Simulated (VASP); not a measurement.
# BaTiO3 (Barioperovskite) (Amm2) in VASP: further runs

Runs on BaTiO3 (Barioperovskite). Level: PBEsol+U. Tasks: single point.

Everything below comes from runs of VASP 6.6.1. Logs are shortened: lines on timing, memory, paths and dates and some standing lists are left out, and cuts for length are marked.

### 1 The cell of the first run

It takes space group Amm2 (No. 38, orthorhombic). Conventional cell: a = 3.986 Å, b = 5.674 Å, c = 5.690 Å, α = 90.00°, β = 90.00°, γ = 90.00°. Within 3.7 Å of Ba (site symmetry mm2) lie 12 O at 2.77 to 2.92 Å and 8 Ti at 3.42 to 3.53 Å. Within 2.6 Å of Ti (site symmetry mm2) lie 6 O at 1.93 to 2.09 Å. Within 2.6 Å of O (site symmetry m) lie 2 Ti at 1.93 to 2.09 Å. Within 2.6 Å of O (site symmetry mm2) lie 2 Ti at 2.00 Å.

### 2 Single point, PBEsol+U

File INCAR:

```
SYSTEM = BaTiO3
PREC = Accurate
ENCUT = 520
EDIFF = 1E-6
ISMEAR = -1
SIGMA = 0.05
LREAL = .FALSE.
LASPH = .TRUE.
NELM = 150
ALGO = Normal
ISIF = 2
LWAVE = .FALSE.
LCHARG = .FALSE.
LMAXMIX = 4
LDAU = .TRUE.
LDAUTYPE = 2
LDAUL = -1 2 -1
LDAUU = 0 4 0
LDAUJ = 0 0 0
LDAUPRINT = 1
GGA = PS
NBANDS = 28
```

File KPOINTS:

```
Automatic mesh
0
G
  7 7 7
  0 0 0
```

File POSCAR:

```
BaTiO3
1.0
    3.9855000000      0.0000000000      0.0000000000
    0.0000000000      2.8369000000      2.8451500000
    0.0000000000     -2.8369000000      2.8451500000
Ba Ti O
1 1 3
Direct
    0.0000000000      0.0000000000      0.0000000000
    0.5000000000      0.5124000000      0.5124000000
    0.5000000000      0.9918400000      0.5052400000
    0.5000000000      0.5052400000      0.9918400000
    0.0000000000      0.4874000000      0.4874000000
```

Potentials or basis: VASP PAW PBE potentials, release 64 (Ba_sv, Ti_sv, O).

Launch:

```sh
$ cat potpaw_PBE.64/Ba_sv/POTCAR potpaw_PBE.64/Ti_sv/POTCAR potpaw_PBE.64/O/POTCAR > POTCAR
$ mpirun -np 1 vasp_std > vasp.out
```

OUTCAR:

```text
SYSTEM = BaTiO3
   PREC = Accurate
   ENCUT = 520
   EDIFF = 1E-6
   ISMEAR = -1
   LREAL = .FALSE.
   LASPH = .TRUE.
   NELM = 150
   ISIF = 2
   GGA = PS

 ion  position               nearest neighbor table
   1  0.000  0.000  0.000-   5 2.77   4 2.81   3 2.81   3 2.81   4 2.81   5 2.84   5 2.84   4 2.84
                             3 2.84   3 2.84   4 2.84   5 2.92   2 3.42   2 3.42   2 3.47   2 3.47
   2  0.500  0.512  0.512-   3 1.93   4 1.93   5 2.00   5 2.00   3 2.09   4 2.09   1 3.42   1 3.42
                             1 3.47   1 3.47   1 3.47   1 3.47   1 3.53   1 3.53
   3  0.500  0.992  0.505-   2 1.93   2 2.09   1 2.81   1 2.81   1 2.84   1 2.84
   4  0.500  0.505  0.992-   2 1.93   2 2.09   1 2.81   1 2.81   1 2.84   1 2.84
   5  0.000  0.487  0.487-   2 2.00   2 2.00   1 2.77   1 2.84   1 2.84   1 2.92

  LATTYP: Found a base centered orthorhombic cell.
 ALAT       =     5.6738000000
 B/A-ratio  =     1.0029081039
 C/A-ratio  =     0.7024392823

  Lattice vectors:

 A1 = (   0.0000000000,   2.8369000000,  -2.8451500000)
 A2 = (   0.0000000000,   2.8369000000,   2.8451500000)
 A3 = (   3.9855000000,   0.0000000000,   0.0000000000)

Analysis of symmetry for initial positions (statically):
=====================================================================
 Subroutine PRICEL returns:
 Original cell was already a primitive cell.

 Routine SETGRP: Setting up the symmetry group for a
 base centered orthorhombic supercell.

 Subroutine GETGRP returns: Found  4 space group operations
 (whereof  4 operations were pure point group operations)
 out of a pool of  8 trial point group operations.

The static configuration has the point symmetry C_2v.

Analysis of symmetry for dynamics (positions and initial velocities):
=====================================================================
 Subroutine PRICEL returns:
 Original cell was already a primitive cell.

 Routine SETGRP: Setting up the symmetry group for a
 base centered orthorhombic supercell.

 Subroutine GETGRP returns: Found  4 space group operations
 (whereof  4 operations were pure point group operations)
 out of a pool of  8 trial point group operations.

The dynamic configuration has the point symmetry C_2v.

 Subroutine INISYM returns: Found  4 space group operations
 (whereof  4 operations are pure point group operations),
 and found     1 'primitive' translations

----------------------------------------------------------------------------------------

                                     Primitive cell

  volume of cell :      64.3372

  direct lattice vectors                    reciprocal lattice vectors
     3.985500000  0.000000000  0.000000000     0.250909547  0.000000000  0.000000000
     0.000000000  2.836900000  2.845150000     0.000000000  0.176248722  0.175737659
     0.000000000 -2.836900000  2.845150000     0.000000000 -0.176248722  0.175737659

  length of vectors
     3.985500000  4.017820321  4.017820321     0.250909547  0.248892219  0.248892219

  position of ions in fractional coordinates (direct lattice)
     0.000000000  0.000000000  0.000000000
     0.500000000  0.512400000  0.512400000
     0.500000000  0.991840000  0.505240000
     0.500000000  0.505240000  0.991840000
     0.000000000  0.487400000  0.487400000

  ion indices of the primitive-cell ions
   primitive index   ion index
                 1           1
                 2           2
                 3           3
                 4           4
                 5           5

----------------------------------------------------------------------------------------

 KPOINTS: Automatic mesh
[... 57 lines left out ...]
   NGXF,Y,Z  is equivalent  to a cutoff of  25.03, 24.83, 24.83 a.u.
 SYSTEM =  BaTiO3
   PREC   = accura    normal or accurate (medium, high low for compatibility)
   ISTART =      0    job   : 0-new  1-cont  2-samecut
   ICHARG =      2    charge: 1-file 2-atom 10-const
   ISPIN  =      1    spin polarized calculation?
   LNONCOLLINEAR =      F non collinear calculations
   LSORBIT =      F    spin-orbit coupling
   LASPH  =      T    aspherical Exc in radial PAW
   ENCUT  =  520.0 eV  38.22 Ry    6.18 a.u.   7.41  7.47  7.47*2*pi/ulx,y,z
   NELM   =    150;   NELMIN=  2; NELMDL= -5     # of ELM steps
   EDIFF  = 0.1E-05   stopping-criterion for ELM
   LREAL  =      F    real-space projection
   EDIFFG = 0.1E-04   stopping-criterion for IOM
   NSW    =      0    number of steps for IOM
   IBRION =     -1    ionic relax: 0-MD 1-quasi-New 2-CG
   NFREE  =      0    steps in history (QN), initial steepest desc. (CG)
   ISIF   =      2    stress and relaxation
   ISYM   =      2    0-nonsym 1-usesym 2-fastsym
   POTIM  = 0.5000    time-step for ionic-motion
   TEBEG  =    0.0;   TEEND  =   0.0 temperature during run
   PSTRESS=    0.0 pullay stress
   NELECT =      40.0000    total number of electrons
   NUPDOWN=      -1.0000    fix difference up-down
   EMIN   =  10.00;   EMAX   =-10.00  energy-range for DOS
   EFERMI =   0.00;   METHOD = LEGACY
   ISMEAR =    -1;   SIGMA  =   0.05  broadening in eV -4-tet -1-fermi 0-gaus
   EFERMI_NEDOS =   21; number of points for ismear=-14 and -15
   IALGO  =     38    algorithm
   IMIX   =      4    mixing-type and parameters
     AMIX     =   0.40;   BMIX     =  1.00
     AMIX_MAG =   1.60;   BMIX_MAG =  1.00
  volume/ion in A,a.u.               =      12.87        86.83
  Fermi-wavevector in a.u.,A,eV,Ry     =   1.397250  2.640420 26.562762  1.952308
  Thomas-Fermi vector in A             =   2.520525
   LORBIT       =      0    0 simple, 1 ext, 2 COOP (PROOUT), +10 PAW based schemes
 LDA+U is selected, type is set to LDAUTYPE =  2
   angular momentum for each species LDAUL =    -1    2   -1
   U (eV)           for each species LDAUU =   0.0  4.0  0.0
   J (eV)           for each species LDAUJ =   0.0  0.0  0.0
   GGA     = PS    functional components
   LHFCALC =     F    Hartree Fock is set to
   AEXX    =    0.0000 exact exchange contribution
   IVDW    =     0    specifies the selected vdW correction
   LEPSILON=     F    determine dielectric tensor
   LRPA    =     F    only Hartree local field effects (RPA)
 non-spin polarized calculation
  energy-cutoff  :      520.00
  volume of cell :       64.34
 maximum number of plane-waves:      1757
 NGX is ok and might be reduce to    30
   NGX = 15   NGY = 15   NGZ = 15

atom =   2  type =  2  l = 2

 onsite density matrix

spin component  1

  0.1071  0.0000  0.0000  0.0000  0.0000
  0.0000  0.2410  0.0000  0.0000  0.0000
  0.0000  0.0000  0.1386  0.0000 -0.0557
  0.0000  0.0000  0.0000  0.1085  0.0000
  0.0000  0.0000 -0.0557  0.0000  0.2072

spin component  2

  0.1071  0.0000  0.0000  0.0000  0.0000
  0.0000  0.2410  0.0000  0.0000  0.0000
  0.0000  0.0000  0.1386  0.0000 -0.0557
  0.0000  0.0000  0.0000  0.1085  0.0000
  0.0000  0.0000 -0.0557  0.0000  0.2072

 occupancies and eigenvectors

  o =  0.1071  v =  1.0000  0.0000  0.0000  0.0000  0.0000  0.0000  0.0000  0.0000  0.0000  0.0000      0.0000  0.0000  0.0000  0.0000  0.0000  0.0000  0.0000  0.0000  0.0000  0.0000
  o =  0.1071  v =  0.0000  0.0000  0.0000  0.0000  0.0000  1.0000  0.0000  0.0000  0.0000  0.0000      0.0000  0.0000  0.0000  0.0000  0.0000  0.0000  0.0000  0.0000  0.0000  0.0000
  o =  0.1074  v =  0.0000  0.0000 -0.8731  0.0000 -0.4876  0.0000  0.0000  0.0000  0.0000  0.0000      0.0000  0.0000  0.0000  0.0000  0.0000  0.0000  0.0000  0.0000  0.0000  0.0000
  o =  0.1074  v =  0.0000  0.0000  0.0000  0.0000  0.0000  0.0000  0.0000 -0.8731  0.0000 -0.4876      0.0000  0.0000  0.0000  0.0000  0.0000  0.0000  0.0000  0.0000  0.0000  0.0000
  o =  0.1085  v =  0.0000  0.0000  0.0000  1.0000  0.0000  0.0000  0.0000  0.0000  0.0000  0.0000      0.0000  0.0000  0.0000  0.0000  0.0000  0.0000  0.0000  0.0000  0.0000  0.0000
  o =  0.1085  v =  0.0000  0.0000  0.0000  0.0000  0.0000  0.0000  0.0000  0.0000  1.0000  0.0000      0.0000  0.0000  0.0000  0.0000  0.0000  0.0000  0.0000  0.0000  0.0000  0.0000
  o =  0.2384  v =  0.0000  0.0000  0.0000  0.0000  0.0000  0.0000  0.0000 -0.4876  0.0000  0.8731      0.0000  0.0000  0.0000  0.0000  0.0000  0.0000  0.0000  0.0000  0.0000  0.0000
  o =  0.2384  v =  0.0000  0.0000 -0.4876  0.0000  0.8731  0.0000  0.0000  0.0000  0.0000  0.0000      0.0000  0.0000  0.0000  0.0000  0.0000  0.0000  0.0000  0.0000  0.0000  0.0000
  o =  0.2410  v =  0.0000  0.0000  0.0000  0.0000  0.0000  0.0000  1.0000  0.0000  0.0000  0.0000      0.0000  0.0000  0.0000  0.0000  0.0000  0.0000  0.0000  0.0000  0.0000  0.0000
  o =  0.2410  v =  0.0000  1.0000  0.0000  0.0000  0.0000  0.0000  0.0000  0.0000  0.0000  0.0000      0.0000  0.0000  0.0000  0.0000  0.0000  0.0000  0.0000  0.0000  0.0000  0.0000

 number of electron      39.9999995 magnetization

 Free energy of the ion-electron system (eV)
  ---------------------------------------------------
  ext. energy  EPLUGINS =         0.00000000
  ---------------------------------------------------
  free energy    TOTEN  =       -39.25635208 eV

  energy without entropy =      -39.25635208  energy(sigma->0) =      -39.25635208

 E-fermi :   4.8237     XC(G=0): -11.5017

 val. band max:        3.7284001610   @ k =   0.4286   0.4286   0.4286
 cond. band min:       6.0583185254   @ k =   0.0000   0.0000   0.0000
 fundamental gap:      2.3299183644
 Fermi energy:         4.8236724611

 k-point     1 :       0.0000    0.0000    0.0000
  band No.  band energies     occupation
      1     -53.5898      2.00000
      2     -29.8787      2.00000
      3     -29.8784      2.00000
      4     -29.8631      2.00000
      5     -20.9796      2.00000
      6     -13.0648      2.00000
[... 733 lines left out ...]
     27      12.0142      0.00000
     28      12.1805      0.00000

 [... further k-points ...]

------------------------ aborting loop because EDIFF is reached ----------------------------------------

  FORCE on cell =-STRESS in cart. coord.  units (eV):
  Direction    XX          YY          ZZ          XY          YZ          ZX
  --------------------------------------------------------------------------------------
  -------------------------------------------------------------------------------------
  Total        0.5168148      0.5971502      0.3260488      0.0000000      0.0000000      0.0000000
  in kB       12.8701472     14.8707254      8.1195365      0.0000000      0.0000000      0.0000000
  external PRESSURE =      11.9534697 kB  Pullay stress =       0.0000000 kB

 VOLUME and BASIS-vectors are now :
 -----------------------------------------------------------------------------
  energy-cutoff  :      520.00
  volume of cell :       64.34
      direct lattice vectors                 reciprocal lattice vectors
     3.985500000  0.000000000  0.000000000     0.250909547  0.000000000  0.000000000
     0.000000000  2.836900000  2.845150000     0.000000000  0.176248722  0.175737659
     0.000000000 -2.836900000  2.845150000     0.000000000 -0.176248722  0.175737659

 POSITION                                       TOTAL-FORCE (eV/Angst)
 -----------------------------------------------------------------------------------
      0.00000      0.00000      0.00000         0.000000      0.000000      0.168487
      1.99275      0.00000      2.91571         0.000000      0.000000     -0.421253
      1.99275      1.38044      4.25942         0.000000      0.254355      0.008703
      1.99275     -1.38044      4.25942         0.000000     -0.254355      0.008703
      0.00000      0.00000      2.77345         0.000000      0.000000      0.235360
 -----------------------------------------------------------------------------------
    total drift:                                0.000000      0.000001      0.000659

  FREE ENERGIE OF THE ION-ELECTRON SYSTEM (eV)
  ---------------------------------------------------
  free  energy   TOTEN  =       -39.2563520845 eV

  energy  without entropy=      -39.2563520844  energy(sigma->0) =      -39.25635208
```

Run time: 49 s. Hardware: 1 thread of Intel Xeon 6975P-C (Granite Rapids), shared host; peak memory 0.25 GiB.

What came out:

```
Free energy            : -39.2564 eV
Pressure               : 1.2 GPa
Largest force          : 0.421 eV/Å
Band gap on the k mesh : 2.33 eV, indirect (least direct gap 2.50 eV)
```

Forces on the atoms (eV/Å):
```
Ba   0.000  0.000  0.168
Ti   0.000  0.000 -0.421
O    0.000  0.254  0.009
O    0.000 -0.254  0.009
O    0.000  0.000  0.235
```

Eigenvalues of the final occupation matrices:
```
    site  spin  trace               eigenvalues
site 2 d     1   0.80  0.11 0.11 0.11 0.24 0.24
site 2 d     2   0.80  0.11 0.11 0.11 0.24 0.24
```

Caveat: the PAW data sets were made with another functional, which shifts forces and pressure a little; spin-orbit coupling is left out, which moves the levels of the heavy elements.

### 3 Single point, PBEsol+U

File INCAR:

```
  PREC = Accurate
  ENCUT = 520
  EDIFF = 1E-6
  ISMEAR = -1
  SIGMA = 0.05
  LREAL = False
  LASPH = True
  NELM = 150
  ALGO = Normal
  ISIF = 2
  LWAVE = False
  LCHARG = True
  LMAXMIX = 4
  LDAU = True
  LDAUTYPE = 2
  LDAUL = -1 2 -1
  LDAUU = 0 6 0
  LDAUJ = 0 0 0
  LDAUPRINT = 1
  GGA = PS
  LELF = True
  LVHAR = True
  NBANDS = 28
```

File KPOINTS:

```
regular mesh
0
Gamma
  7 7 7
```

POSCAR is that of step 2.

Potentials or basis: VASP PAW PBE potentials, release 64 (Ba_sv, Ti_sv, O).

Launch:

```sh
$ cat potpaw_PBE.64/Ba_sv/POTCAR potpaw_PBE.64/Ti_sv/POTCAR potpaw_PBE.64/O/POTCAR > POTCAR
$ mpirun -np 1 vasp_std > vasp.out
```

It took 44 s on 1 thread of Intel Xeon 6975P-C (Granite Rapids), shared host; peak memory 0.25 GiB.

It converged, with:

* Free energy: -37.9787 eV
* Pressure: 2.9 GPa
* Largest force: 0.724 eV/Å
* Band gap on the k mesh: 2.59 eV, indirect (least direct gap 2.77 eV)

Forces on the atoms (eV/Å):
```
Ba   0.000  0.000  0.176
Ti   0.000  0.000 -0.724
O    0.000  0.390  0.154
O    0.000 -0.390  0.154
O    0.000  0.000  0.240
```

Stress tensor (GPa, compression positive):
```
2.97 0.00 0.00
0.00 3.20 0.00
0.00 0.00 2.49
```

Levels at points of the mesh, in eV from the valence-band top:
```
           k point  band 16  band 17  band 18  band 19  band 20  band 21  band 22  band 23  band 24  band 25
(0.00, 0.00, 0.00)    -1.10    -1.06    -0.28    -0.22    -0.19     2.59     2.63     2.75     4.17     4.23
```

Eigenvalues of the final occupation matrices:
```tsv
site	spin	trace	eigenvalues
site 2 d	1	0.76	0.10 0.10 0.10 0.23 0.24
site 2 d	2	0.76	0.10 0.10 0.10 0.23 0.24
```

Caveat: the PAW data sets were made with another functional, which shifts forces and pressure a little; spin-orbit coupling is left out, which moves the levels of the heavy elements.
